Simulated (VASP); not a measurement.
Set up this calculation in VASP 6.6.1, as the native input.

* Task: single point
* Functional: PBE
* Potentials or basis: VASP PAW PBE potentials, release 64 (Ba_sv, Ti_sv, O)
* Cutoff: 520 eV
* k mesh: 6 × 5 × 6
* Occupations: fermi-dirac, width 0.05 eV
* Spin: no spin polarisation
* Dipole correction: no
* Further INCAR settings: ALGO = Normal; EDIFF = 1e-06; NBANDS = 28

The structure of BaTiO3 lies in POSCAR:

```
BaTiO3
1.0
    3.7310076172     -0.4405699400      0.0223674800
   -0.3008507014      3.2768966366      3.1100811900
    0.3301955758     -2.7552893052      2.5899183700
Ba Ti O
1 1 3
Direct
    0.0036372600      0.9972694200      0.9985015400
    0.5002452300      0.5116078500      0.5101821300
    0.9983542100      0.4928168200      0.4950359800
    0.4999067000      0.5015397800      0.9945381500
    0.4978566000      0.9929861300      0.4979621900
```

These files were run (other wordings do the same):

INCAR

```
SYSTEM = BaTiO3
PREC = Accurate
ENCUT = 520
EDIFF = 1E-6
ISMEAR = -1
SIGMA = 0.05
LREAL = .False.
LASPH = .True.
NELM = 60
ALGO = Normal
ISIF = 2
LWAVE = .False.
LCHARG = .False.
GGA = PE
NBANDS = 28
```

KPOINTS

```
regular mesh
0
Gamma
  6 5 6
  0 0 0
```

Potentials or basis: VASP PAW PBE potentials, release 64 (Ba_sv, Ti_sv, O).

Run with:

```console
$ cat potpaw_PBE.64/Ba_sv/POTCAR potpaw_PBE.64/Ti_sv/POTCAR potpaw_PBE.64/O/POTCAR > POTCAR
$ mpirun -np 1 vasp_std > vasp.out
```

It gave:

```yaml
Pressure: 20.3 GPa
Largest_force: 0.757 eV/Å
Band_gap_on_the_k_mesh: 0.45 eV (least direct gap 0.58 eV)
```

Caveat: the cell stands under pressure; spin-orbit coupling is left out, which moves the levels of the heavy elements; an odd mesh through Γ misses points on the zone boundary, where band edges can lie.

Run time: 62 s on 1 thread of Intel(R) Xeon(R) 6975P-C (Granite Rapids) (shared host), peak memory 0.28 GiB.
